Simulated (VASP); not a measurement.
# LaS (Fm-3m) in VASP: further runs

The runs below take LaS through single point, relaxation of cell and atoms, with LDA.

Program: VASP 6.6.1. These are calculated values, not measurements. Logs are shortened: lines on timing, memory, paths and dates and some standing lists are left out, and cuts for length are marked.

### Step 1. The cell of the first run

The structure is cubic, space group Fm-3m (No. 225). The conventional cell has a = 5.767 Å, b = 5.767 Å, c = 5.767 Å, α = 90.00°, β = 90.00°, γ = 90.00°. Within 3.8 Å of La (site symmetry m-3m) lie 6 S at 2.88 Å. Within 3.8 Å of S (site symmetry m-3m) lie 6 La at 2.88 Å.

### Step 2. Single point, LDA

INCAR reads:

```
PREC     = Accurate       # precision mode
ENCUT    = 520            # plane-wave cutoff, eV
EDIFF    = 1E-7           # SCF threshold, eV
ISMEAR   = 0              # smearing method
SIGMA    = 0.05           # smearing width, eV
LREAL    = F              # projectors in reciprocal space
LASPH    = T              # aspherical terms in the spheres
NELM     = 100            # most SCF steps
ALGO     = Normal         # electronic algorithm
ISIF     = 2              # what is computed and relaxed
LWAVE    = F              # write WAVECAR
LCHARG   = F              # write CHGCAR
GGA      = CA             # functional
NBANDS   = 16             # bands
```

KPOINTS reads:

```
Automatic mesh
0
Gamma
  12 12 12
```

POSCAR reads:

```
LaS
1.0
    0.0000000000      2.8837286839      2.8837286839
    2.8837286839      0.0000000000      2.8837286839
    2.8837286839      2.8837286839      0.0000000000
La S
1 1
Direct
    0.0000000000      0.0000000000      0.0000000000
    0.5000000000      0.5000000000      0.5000000000
```

Potentials or basis: VASP PAW LDA potentials, release 64 (La, S).

On the command line:

```sh
$ cat potpaw_LDA.64/La/POTCAR potpaw_LDA.64/S/POTCAR > POTCAR
$ mpirun -np 1 vasp_std > vasp.out
```

OUTCAR:

```text
PREC = Accurate
   ENCUT = 520
   EDIFF = 1E-7
   ISMEAR = 0
   LREAL = F
   LASPH = T
   NELM = 100
   ISIF = 2
   GGA = CA

 ion  position               nearest neighbor table
   1  0.000  0.000  0.000-   2 2.88   2 2.88   2 2.88   2 2.88   2 2.88   2 2.88
   2  0.500  0.500  0.500-   1 2.88   1 2.88   1 2.88   1 2.88   1 2.88   1 2.88

  LATTYP: Found a face centered cubic cell.
 ALAT       =     5.7674573678

  Lattice vectors:

 A1 = (   0.0000000000,   2.8837286839,   2.8837286839)
 A2 = (   2.8837286839,   0.0000000000,   2.8837286839)
 A3 = (   2.8837286839,   2.8837286839,   0.0000000000)

Analysis of symmetry for initial positions (statically):
=====================================================================
 Subroutine PRICEL returns:
 Original cell was already a primitive cell.

 Routine SETGRP: Setting up the symmetry group for a
 face centered cubic supercell.

 Subroutine GETGRP returns: Found 48 space group operations
[... 9 lines left out ...]

 Routine SETGRP: Setting up the symmetry group for a
 face centered cubic supercell.

 Subroutine GETGRP returns: Found 48 space group operations
[... 11 lines left out ...]
                                     Primitive cell

  volume of cell :      47.9615

  direct lattice vectors                    reciprocal lattice vectors
     0.000000000  2.883728684  2.883728684    -0.173386631  0.173386631  0.173386631
     2.883728684  0.000000000  2.883728684     0.173386631 -0.173386631  0.173386631
     2.883728684  2.883728684  0.000000000     0.173386631  0.173386631 -0.173386631

  length of vectors
     4.078208215  4.078208215  4.078208215     0.300314454  0.300314454  0.300314454

  position of ions in fractional coordinates (direct lattice)
     0.000000000  0.000000000  0.000000000
     0.500000000  0.500000000  0.500000000

  ion indices of the primitive-cell ions
   primitive index   ion index
                 1           1
                 2           2

----------------------------------------------------------------------------------------

 KPOINTS: Automatic mesh

Automatic generation of k-mesh.
 Grid dimensions read from file:
 generate k-points for:   12   12   12

 Generating k-lattice:

  Cartesian coordinates                     Fractional coordinates (reciprocal lattice)
    -0.014448886  0.014448886  0.014448886     0.083333333  0.000000000  0.000000000
     0.014448886 -0.014448886  0.014448886     0.000000000  0.083333333  0.000000000
     0.014448886  0.014448886 -0.014448886     0.000000000  0.000000000  0.083333333
[... 55 lines left out ...]
   ENCUT  =  520.0 eV  38.22 Ry    6.18 a.u.   7.58  7.58  7.58*2*pi/ulx,y,z
   NELM   =    100;   NELMIN=  2; NELMDL= -5     # of ELM steps
   EDIFF  = 0.1E-06   stopping-criterion for ELM
   LREAL  =      F    real-space projection
   EDIFFG = 0.1E-05   stopping-criterion for IOM
   NSW    =      0    number of steps for IOM
   IBRION =     -1    ionic relax: 0-MD 1-quasi-New 2-CG
   NFREE  =      0    steps in history (QN), initial steepest desc. (CG)
   ISIF   =      2    stress and relaxation
   ISYM   =      2    0-nonsym 1-usesym 2-fastsym
   POTIM  = 0.5000    time-step for ionic-motion
   TEBEG  =    0.0;   TEEND  =   0.0 temperature during run
   PSTRESS=    0.0 pullay stress
   NELECT =      17.0000    total number of electrons
   NUPDOWN=      -1.0000    fix difference up-down
   EMIN   =  10.00;   EMAX   =-10.00  energy-range for DOS
   EFERMI =   0.00;   METHOD = LEGACY
   ISMEAR =     0;   SIGMA  =   0.05  broadening in eV -4-tet -1-fermi 0-gaus
   EFERMI_NEDOS =   21; number of points for ismear=-14 and -15
   IALGO  =     38    algorithm
   IMIX   =      4    mixing-type and parameters
     AMIX     =   0.40;   BMIX     =  1.00
     AMIX_MAG =   1.60;   BMIX_MAG =  1.00
  volume/ion in A,a.u.               =      23.98       161.83
  Fermi-wavevector in a.u.,A,eV,Ry     =   1.158582  2.189402 18.263264  1.342312
  Thomas-Fermi vector in A             =   2.295183
   LORBIT       =      0    0 simple, 1 ext, 2 COOP (PROOUT), +10 PAW based schemes
   GGA     = CA    functional components
   LHFCALC =     F    Hartree Fock is set to
   AEXX    =    0.0000 exact exchange contribution
   IVDW    =     0    specifies the selected vdW correction
   LEPSILON=     F    determine dielectric tensor
   LRPA    =     F    only Hartree local field effects (RPA)
 non-spin polarized calculation
 Gauss-broadening in eV      SIGMA  =   0.05
  energy-cutoff  :      520.00
  volume of cell :       47.96
 maximum number of plane-waves:      1308
   NGX = 15   NGY = 15   NGZ = 15

 number of electron      17.0000001 magnetization

 Free energy of the ion-electron system (eV)
  ---------------------------------------------------
  ext. energy  EPLUGINS =         0.00000000
  ---------------------------------------------------
  free energy    TOTEN  =       -14.81600809 eV

  energy without entropy =      -14.81483864  energy(sigma->0) =      -14.81542337

 E-fermi :   9.1108     XC(G=0): -10.5290

 val. band max:        9.1078423086   @ k =  -0.3333   0.4167   0.1667
 cond. band min:       9.1448670401   @ k =  -0.0833   0.0833   0.0000
 fundamental gap:      0.0370247314
 Fermi energy:         9.1107748246

 k-point     1 :       0.0000    0.0000    0.0000
  band No.  band energies     occupation
      1     -23.6313      2.00000
      2      -7.1635      2.00000
      3      -7.1635      2.00000
      4      -7.1635      2.00000
      5      -4.7192      2.00000
      6       5.9244      2.00000
[... 433 lines left out ...]
      3      -7.4303      2.00000
      4      -7.2700      2.00000
      5      -3.2773      2.00000
      6       3.7079      2.00000
[... 8 lines left out ...]
     15      11.2256      0.00000
     16      11.9259      0.00000

 [... further k-points ...]

------------------------ aborting loop because EDIFF is reached ----------------------------------------

  FORCE on cell =-STRESS in cart. coord.  units (eV):
  Direction    XX          YY          ZZ          XY          YZ          ZX
  --------------------------------------------------------------------------------------
  -------------------------------------------------------------------------------------
  Total       -0.0137671     -0.0137671     -0.0137671     -0.0000000     -0.0000000     -0.0000000
  in kB       -0.4598965     -0.4598965     -0.4598965     -0.0000000     -0.0000000     -0.0000000
  external PRESSURE =      -0.4598965 kB  Pullay stress =       0.0000000 kB

 VOLUME and BASIS-vectors are now :
 -----------------------------------------------------------------------------
  energy-cutoff  :      520.00
  volume of cell :       47.96
      direct lattice vectors                 reciprocal lattice vectors
     0.000000000  2.883728684  2.883728684    -0.173386631  0.173386631  0.173386631
     2.883728684  0.000000000  2.883728684     0.173386631 -0.173386631  0.173386631
     2.883728684  2.883728684  0.000000000     0.173386631  0.173386631 -0.173386631

 POSITION                                       TOTAL-FORCE (eV/Angst)
 -----------------------------------------------------------------------------------
      0.00000      0.00000      0.00000        -0.000000      0.000000      0.000000
      2.88373      2.88373      2.88373         0.000000     -0.000000     -0.000000
 -----------------------------------------------------------------------------------
    total drift:                               -0.000000      0.000000      0.000000

  FREE ENERGIE OF THE ION-ELECTRON SYSTEM (eV)
  ---------------------------------------------------
  free  energy   TOTEN  =       -14.8160080932 eV

  energy  without entropy=      -14.8148386372  energy(sigma->0) =      -14.81542337
```

stdout:

```text
POSCAR found type information on POSCAR LaS
 POSCAR found :  2 types and       2 ions
 scaLAPACK will be used
 LDA part: xc-table for (Slater(with rela. corr.)+CA(PZ))
 , standard interpolation
 POSCAR, INCAR and KPOINTS ok, starting setup
 FFT: planning ... GRIDC
 FFT: planning ... GRID_SOFT
 FFT: planning ... GRID
 WAVECAR not read
 entering main loop
```

Run time: 73 s. Hardware: 1 thread of Intel Xeon Platinum 8259CL at 2.50GHz (Skylake/Cascade Lake), shared host; peak memory 0.2 GiB.

Results:

```yaml
Free_energy: -14.8160 eV
Pressure: 0.0 GPa
```

Levels at points of the mesh, in eV from the Fermi level:
| k point | band 6 | band 7 | band 8 | band 9 | band 10 | band 11 |
| --- | --- | --- | --- | --- | --- | --- |
| (0.00, 0.00, 0.00) | -3.19 | -3.19 | -3.19 | 0.18 | 0.18 | 0.18 |
| (0.50, 0.00, 0.00) | -5.81 | -4.78 | -4.78 | 1.17 | 1.56 | 1.56 |
| (0.50, 0.50, 0.00) | -3.47 | -3.18 | -3.18 | -1.98 | 1.76 | 1.77 |

Caveat: spin-orbit coupling is left out, which moves the levels of the heavy elements.

[end of part 1 of 2]
